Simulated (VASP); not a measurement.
A run of VASP 6.6.1:

POSCAR

```
GaAs
1.0
    0.0000000000      2.8332037355      2.8332037355
    2.8332037355      0.0000000000      2.8332037355
    2.8332037355      2.8332037355      0.0000000000
Ga As
1 1
Direct
    0.0000000000      0.0000000000      0.0000000000
    0.2500000000      0.2500000000      0.2500000000
```

File INCAR.step1:

```
PREC = Accurate
ENCUT = 520
ISMEAR = 0
SIGMA = 0.02
LREAL = F
LASPH = T
NELM = 100
NBANDS = 16
GGA = PE
ALGO = Normal
EDIFF = 1E-4
LWAVE = T
LCHARG = F
```

INCAR.step2

```
PREC = Accurate
ENCUT = 520
EDIFF = 1E-6
ISMEAR = 0
SIGMA = 0.02
LREAL = F
LASPH = T
NELM = 100
ALGO = Normal
ISIF = 2
LWAVE = F
LCHARG = F
METAGGA = R2SCAN
LMIXTAU = T
NBANDS = 16
ISTART = 1
```

Contents of KPOINTS:

```
Automatic mesh
0
Gamma
  8 8 8
```

Potentials or basis: VASP PAW PBE potentials, release 64 (Ga_d, As).

Run with:

```console
$ cat potpaw_PBE.64/Ga_d/POTCAR potpaw_PBE.64/As/POTCAR > POTCAR
$ cp INCAR.step1 INCAR
$ mpirun -np 1 vasp_std > vasp.out
$ cp INCAR.step2 INCAR
$ mpirun -np 1 vasp_std > vasp.out
```

Hardware: 1 thread of Intel(R) Xeon(R) Platinum 8375C CPU @ 2.90GHz (Ice Lake), on a shared host.

Q: Estimate the wall time of this run.

A: Wall time 120 s on 1 thread of Intel(R) Xeon(R) Platinum 8375C CPU @ 2.90GHz (Ice Lake), with other jobs on the host, peak memory 0.18 GiB. Counts: k points 29.
